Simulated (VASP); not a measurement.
Write the native input for VASP 6.6.1 that does the following.

- Task: single point
- Functional: r2SCAN
- Potentials or basis: VASP PAW PBE potentials, release 64 (C)
- Cutoff: 520 eV
- k mesh: 8 × 8 × 8
- Occupations: gaussian, width 0.05 eV
- Spin: no spin polarisation
- Dipole correction: no
- Further INCAR settings: ALGO = Normal; EDIFF = 1e-06; NBANDS = 26

C:

```
C
1.0
    -2.50198    2.50198    2.39267
     2.50198   -2.50198    2.39267
     2.50198    2.50198   -2.39267
C
8
Direct
  0.32546 0.00000 0.00000
  0.67454 0.67454 0.67454
  0.00000 0.32546 0.00000
  0.00000 0.00000 0.32546
  0.00000 0.67454 0.00000
  0.32546 0.32546 0.32546
  0.67454 0.00000 0.00000
  0.00000 0.00000 0.67454
```

This cell differs from its parent crystal: strain +0.030 along x and y, -0.015 along z.

One way to write it, as run:

POSCAR

```
C
1.0
   -2.5019821499      2.5019821499      2.3926722501
    2.5019821499     -2.5019821499      2.3926722501
    2.5019821499      2.5019821499     -2.3926722501
C
8
Direct
    0.3254551632      0.0000000000      0.0000000000
    0.6745448368      0.6745448368      0.6745448368
    0.0000000000      0.3254551632      0.0000000000
    0.0000000000      0.0000000000      0.3254551632
    0.0000000000      0.6745448368      0.0000000000
    0.3254551632      0.3254551632      0.3254551632
    0.6745448368      0.0000000000      0.0000000000
    0.0000000000      0.0000000000      0.6745448368
```

INCAR.step1

```
SYSTEM = C
ALGO     = Normal         ! electronic algorithm
EDIFF    = 1E-4           ! SCF threshold, eV
ENCUT    = 520            ! plane-wave cutoff, eV
GGA      = PE             ! functional
ISMEAR   = 0              ! smearing method
LASPH    = .TRUE.         ! aspherical terms in the spheres
LCHARG   = .FALSE.        ! write CHGCAR
LREAL    = .FALSE.        ! projectors in reciprocal space
LWAVE    = .TRUE.         ! write WAVECAR
NBANDS   = 26             ! bands
NELM     = 60             ! most SCF steps
PREC     = Accurate       ! precision mode
SIGMA    = 0.05           ! smearing width, eV
```

INCAR.step2

```
SYSTEM = C
ALGO     = Normal         ! electronic algorithm
EDIFF    = 1E-6           ! SCF threshold, eV
ENCUT    = 520            ! plane-wave cutoff, eV
ISIF     = 2              ! what is computed and relaxed
ISMEAR   = 0              ! smearing method
ISTART   = 1            
LASPH    = .TRUE.         ! aspherical terms in the spheres
LCHARG   = .FALSE.        ! write CHGCAR
LMIXTAU  = .TRUE.       
LREAL    = .FALSE.        ! projectors in reciprocal space
LWAVE    = .FALSE.        ! write WAVECAR
METAGGA  = R2SCAN         ! meta-GGA
NBANDS   = 26             ! bands
NELM     = 60             ! most SCF steps
PREC     = Accurate       ! precision mode
SIGMA    = 0.05           ! smearing width, eV
```

KPOINTS

```
k-points
0
G
  8 8 8
  0 0 0
```

Potentials or basis: VASP PAW PBE potentials, release 64 (C).

Launch:

```bash
$ cat potpaw_PBE.64/C/POTCAR > POTCAR
$ cp INCAR.step1 INCAR
$ mpirun -np 1 vasp_std > vasp.out
$ cp INCAR.step2 INCAR
$ mpirun -np 1 vasp_std > vasp.out
```

Results of the run:

```
Pressure               : -11.9 GPa
Largest force          : 0.823 eV/Å
Band gap on the k mesh : 2.56 eV (least direct gap 3.49 eV)
```

Caveat: the cell differs from its parent crystal (strain +0.030 along x and y, -0.015 along z); the stress differs along the axes, from -20 to 4 GPa; the PAW data sets were made with another functional, which shifts forces and pressure a little.

Run time: 2 min on 1 thread of Intel(R) Xeon(R) 6975P-C (Granite Rapids), with other jobs on the host, peak memory 0.21 GiB.
